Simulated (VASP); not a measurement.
Wanted: the native input for a VASP 6.6.1 run.

```yaml
Task: single point
Functional: PBE
Potentials_or_basis: VASP PAW PBE potentials, release 64 (Zr_sv, B)
Cutoff: 520 eV
k_mesh: 18 × 18 × 12
Occupations: gaussian, width 0.1 eV
Spin: no spin polarisation
Dipole_correction: no
Further_INCAR_settings: ALGO = Normal; EDIFF = 1e-07; NBANDS = 16
```

The structure of ZrB2 lies in POSCAR:

```
ZrB2
1.0
    3.1101429583      0.0000000000      0.0000000000
   -1.5550714791      2.6934628113      0.0000000000
    0.0000000000      0.0000000000      3.4617582214
Zr B
1 2
Direct
    0.0000000000      0.0000000000      0.0000000000
    0.3333333333      0.6666666667      0.5000000000
    0.6666666667      0.3333333333      0.5000000000
```

This cell differs from its parent crystal: volume scaled by 0.94, then relaxed in part.

One way to write it, as run:

INCAR

```
SYSTEM = ZrB2
PREC = Accurate ; ENCUT = 520
EDIFF = 1E-7 ; ISMEAR = 0
SIGMA = 0.1 ; LREAL = .False.
LASPH = .True. ; NELM = 80
ALGO = Normal ; ISIF = 2
LWAVE = .False. ; LCHARG = .False.
GGA = PE ; NBANDS = 16
```

KPOINTS

```
regular mesh
0
Gamma
  18 18 12
  0 0 0
```

Potentials or basis: VASP PAW PBE potentials, release 64 (Zr_sv, B).

The run is started by

```bash
$ cat potpaw_PBE.64/Zr_sv/POTCAR potpaw_PBE.64/B/POTCAR > POTCAR
$ mpirun -np 1 vasp_std > vasp.out
```

Results of the run:

| Item | Value |
| --- | --- |
| Pressure | 16.8 GPa |
| Band gap on the k mesh | zero (band 9 reaches 11.99 eV, above the bottom of band 10 at 10.65 eV) |

Run time: 77 s on 1 thread of Intel(R) Xeon(R) Platinum 8488C (Sapphire Rapids), on a shared host, peak memory 0.24 GiB.
